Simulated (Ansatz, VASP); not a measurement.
## Sb in VASP and in Ansatz

Contents of INCAR:

```
SYSTEM = Sb
PREC = Accurate
ENCUT = 520
EDIFF = 1E-8
ISMEAR = -1
SIGMA = 0.05
LREAL = .FALSE.
LASPH = .TRUE.
NELM = 100
ALGO = Normal
ISIF = 2
LWAVE = .FALSE.
LCHARG = .FALSE.
GGA = PE
LEFG = .TRUE.
NBANDS = 12
```

The input KPOINTS:

```
Automatic mesh
0
G
  9 9 9
  0 0 0
```

Contents of POSCAR:

```
Sb
1.0
    2.1683746945      1.2519117136      3.7749435520
   -2.1683746945      1.2519117136      3.7749435520
    0.0000000000     -2.5038234270      3.7749435520
Sb
2
Direct
    0.2336400000      0.2336400000      0.2336400000
    0.7663600000      0.7663600000      0.7663600000
```

Input for Ansatz:

```yaml
crystal:
  lattice:
    - [2.1683746945, 1.2519117136, 3.774943552]
    - [-2.1683746945, 1.2519117136, 3.774943552]
    - [0.0, -2.503823427, 3.774943552]
  atoms:
    - { symbol: Sb, position: [0.23364, 0.23364, 0.23364] }
    - { symbol: Sb, position: [0.76636, 0.76636, 0.76636] }
kpoints:
  mp_grid: { grid: [9, 9, 9] }
scf:
  occupations: { method: fermi_dirac, width: 0.05 }
hamiltonian:
  xc: pbe
  pseudopotentials: { kind: paw }
output:
  forces: true
  stress: true
  eigenvalues: true
  efg: { contact_densities: true }
```

Change from the starting cell: volume scaled by 1.025, PAW files.

Alike in both runs: task electric field gradients; functional PBE; k mesh 9 × 9 × 9; occupations fermi-dirac, width 0.05 eV; no spin polarisation.

|  | VASP | Ansatz |
| --- | --- | --- |
| version | VASP 6.6.1 | Ansatz 0.2.0 |
| potentials or method | VASP PAW PBE potentials, release 64 (Sb) | PAW with Ansatz's default frozen-core files, scalar-relativistic |
| plane-wave cutoff (eV) | 520 | 420 |
| valence electrons in the cell | 10 | 30 |

|  | VASP | Ansatz | Ansatz less VASP |
| --- | --- | --- | --- |
| pressure (GPa) | 1.7 | 1.6 | -0.05 |
| traceless stress, the component that is largest in VASP (GPa) | -0.18 | -0.15 | +0.031 |
| rms of the force components (eV/Å) | 0.065 | 0.042 | -0.0229 |
| size of Vzz on the site where it differs most (V/Å²) | 45.8 | 49.7 | +3.89 |

Atom by atom the forces differ by 0.023 eV/Å (rms over components). VASP's potentials hold 10 valence electrons a cell and Ansatz's 30, so a difference there can come from the potentials and not from the codes.

Spin-orbit coupling is off throughout.
